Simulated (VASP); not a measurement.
Here is a VASP 6.6.1 calculation.

File INCAR:

```
SYSTEM = Ga2Si3Au
PREC = Accurate ; ENCUT = 520
EDIFF = 1E-6 ; ISMEAR = -1
SIGMA = 0.1456 ; LREAL = Auto
LASPH = .True. ; NELM = 100
ALGO = Normal ; ISIF = 2
LWAVE = .False. ; LCHARG = .False.
GGA = PE ; NBANDS = 116
ISYM = 0
```

KPOINTS

```
Automatic mesh
0
Gamma
  1 1 1
  0.25 0.25 0.25
```

Contents of POSCAR:

```
Ga2Si3Au
1.0
    7.3073390000     -0.0440410000     -0.0833530000
   -0.0440410000      7.3836060000     -0.0558830000
   -0.0833530000     -0.0558830000      7.7526330000
Si Ga Au
12 8 4
Direct
    0.2447606918      0.5122608826      0.8402201178
    0.5330075578      0.3792712684      0.4362941720
    0.8867185681      0.0256516386      0.1060003928
    0.1936664968      0.5327207877      0.4305806452
    0.1765797630      0.9326861091      0.4851386298
    0.7201533898      0.0082448679      0.7508648602
    0.1248417471      0.2479428841      0.5478304889
    0.8592439477      0.6908031982      0.2202937655
    0.8254963516      0.3267550104      0.7132324783
    0.0790154854      0.2508948167      0.8930006016
    0.5547526524      0.6432866676      0.1388156884
    0.9097298789      0.6718915476      0.9082198306
    0.5753931602      0.7060037353      0.8218872676
    0.3524238496      0.2521921130      0.1980942264
    0.2128170735      0.8845260246      0.1673135965
    0.1004336917      0.9141007534      0.8107941059
    0.9252504192      0.6839164778      0.5369585666
    0.5495505738      0.6748844617      0.5250291427
    0.4848114653      0.0704946771      0.5152432656
    0.8632191678      0.2261697211      0.3748917239
    0.7149884578      0.3403209645      0.0767694781
    0.5629209244      0.9578740321      0.1102455156
    0.1278345977      0.5576454113      0.1115194407
    0.4290406630      0.2274829838      0.7985674361
```

Potentials or basis: VASP PAW PBE potentials, release 64 (Si, Ga_d, Au).

Launch:

```sh
$ cat potpaw_PBE.64/Si/POTCAR potpaw_PBE.64/Ga_d/POTCAR potpaw_PBE.64/Au/POTCAR > POTCAR
$ mpirun -np 1 vasp_std > vasp.out
```

(1) Estimate the band gap on the k mesh.

(2) Predict the largest force.

Results:

(1) 0.32 eV.

(2) 3.377 eV/Å.

Caveat: the k points lie up to 0.86 Å⁻¹ apart; spin-orbit coupling is left out, which moves the levels of the heavy elements.
